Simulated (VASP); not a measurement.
Write the native input for VASP 6.6.1 that does the following.

```yaml
Task: relaxation of shape and atoms at fixed volume
Functional: r2SCAN
Potentials_or_basis: VASP PAW PBE potentials, release 64 (Si, Mo_sv)
Cutoff: 600 eV
k_mesh: 10 × 10 × 10
Occupations: gaussian, width 0.05 eV
Spin: no spin polarisation
Dipole_correction: no
Further_INCAR_settings: ALGO = Normal; EDIFF = 1e-06; IBRION = 2; EDIFFG = -0.01; NSW = 60; ISIF = 4
```

Crystal: Si2Mo.

```
Si Mo
1.0
    -1.60098    1.60098    3.90940
     1.60098   -1.60098    3.90940
     1.60098    1.60098   -3.90940
Si Mo
2 1
Direct
  0.33548 0.33548 0.00000
  0.66452 0.66452 0.00000
  0.00000 0.00000 0.00000
```

These files were run (other wordings do the same):

POSCAR

```
Si2Mo
1.0
   -1.6009752300      1.6009752300      3.9093961269
    1.6009752300     -1.6009752300      3.9093961269
    1.6009752300      1.6009752300     -3.9093961269
Si Mo
2 1
Direct
    0.3354765380      0.3354765380      0.0000000000
    0.6645234620      0.6645234620      0.0000000000
    0.0000000000      0.0000000000      0.0000000000
```

INCAR.step1

```
  PREC = Accurate
  ENCUT = 600
  ISMEAR = 0
  SIGMA = 0.05
  LREAL = F
  LASPH = T
  NELM = 80
  GGA = PE
  ALGO = Normal
  EDIFF = 1E-4
  LWAVE = T
  LCHARG = F
```

INCAR.step2

```
  PREC = Accurate
  ENCUT = 600
  EDIFF = 1E-6
  ISMEAR = 0
  SIGMA = 0.05
  LREAL = F
  LASPH = T
  NELM = 80
  ALGO = Normal
  ISIF = 4
  LWAVE = F
  LCHARG = F
  METAGGA = R2SCAN
  LMIXTAU = T
  IBRION = 2
  NSW = 60
  EDIFFG = -0.01
  ISTART = 1
```

KPOINTS

```
Automatic mesh
0
Gamma
  10 10 10
```

Potentials or basis: VASP PAW PBE potentials, release 64 (Si, Mo_sv).

Command:

```bash
$ cat potpaw_PBE.64/Si/POTCAR potpaw_PBE.64/Mo_sv/POTCAR > POTCAR
$ cp INCAR.step1 INCAR
$ mpirun -np 1 vasp_std > vasp.out
$ cp INCAR.step2 INCAR
$ mpirun -np 1 vasp_std > vasp.out
```

It gave:

The energy gained by relaxing is 0.0 meV/atom and the ionic steps are 2. The pressure after relaxing is 0.4 GPa. The band gap on the k mesh is zero (band 11 reaches 12.74 eV, above the bottom of band 12 at 11.73 eV).

Caveat: the PAW data sets were made with another functional, which shifts forces and pressure a little.

It took 20 min on 1 thread of Oxide Virtual Turin-like Processor, with other jobs on the host, peak memory 0.24 GiB.
